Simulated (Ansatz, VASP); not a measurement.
# Two plane-wave programs on AlN

File INCAR:

```
SYSTEM = AlN
  PREC = Accurate
  ENCUT = 520
  EDIFF = 1E-7
  ISMEAR = 0
  SIGMA = 0.05
  LREAL = .False.
  LASPH = .True.
  NELM = 60
  ALGO = Normal
  ISIF = 2
  LWAVE = .False.
  LCHARG = .False.
  GGA = PE
  NBANDS = 16
```

KPOINTS

```
Automatic mesh
0
Gamma
  9 9 6
  0 0 0
```

POSCAR

```
AlN
1.0
    3.0332270978      0.0000000000      0.0000000000
   -1.5166135489      2.6268517221      0.0000000000
    0.0000000000      0.0000000000      5.1024500000
Al N
2 2
Direct
    0.3333333333      0.6666666667      0.0000000000
    0.6666666667      0.3333333333      0.5000000000
    0.3333333333      0.6666666667      0.3850000000
    0.6666666667      0.3333333333      0.8850000000
```

Input for Ansatz:

```yaml
crystal:
  lattice:
    - [3.0332270978, 0.0, 0.0]
    - [-1.5166135489, 2.6268517221, 0.0]
    - [0.0, 0.0, 5.10245]
  atoms:
    - { symbol: Al, position: [0.3333333333, 0.6666666667, 0.0] }
    - { symbol: Al, position: [0.6666666667, 0.3333333333, 0.5] }
    - { symbol: "N", position: [0.3333333333, 0.6666666667, 0.385] }
    - { symbol: "N", position: [0.6666666667, 0.3333333333, 0.885] }
basis:
  ecutwfc: 420
kpoints:
  mp_grid: { grid: [9, 9, 6] }
hamiltonian:
  xc: pbe
scf:
  occupations: { method: gaussian, width: 0.05 }
output:
  forces: true
  stress: true
  eigenvalues: true
```

Change from the starting cell: strain -0.025 along x and y, +0.025 along z, atoms carried along.

Alike in both runs: task single point; functional PBE; k mesh 9 × 9 × 6; occupations gaussian, width 0.05 eV; no spin polarisation.

|  | VASP | Ansatz |
| --- | --- | --- |
| version | VASP 6.6.1 | Ansatz 0.2.0 |
| potentials or method | VASP PAW PBE potentials, release 64 (Al, N), cutoff 520 eV | scalar-relativistic, plane waves, PAW |
| valence electrons in the cell | 16 | 16 |

VASP gave:

```
gap on the k mesh at the Fermi level (eV)                     : 4.48
least direct gap on the mesh (eV)                             : 4.48
pressure (GPa)                                                : 11.0
traceless stress, the component that is largest in VASP (GPa) : -15.45
rms of the force components (eV/Å)                            : 0.413
```

What did Ansatz give for the same quantities?

gap on the k mesh at the Fermi level (eV): 4.47; least direct gap on the mesh (eV): 4.47; pressure (GPa): 11.3; traceless stress, the component that is largest in VASP (GPa): -15.37; rms of the force components (eV/Å): 0.411.

Atom by atom the forces differ by 0.002 eV/Å (rms over components).
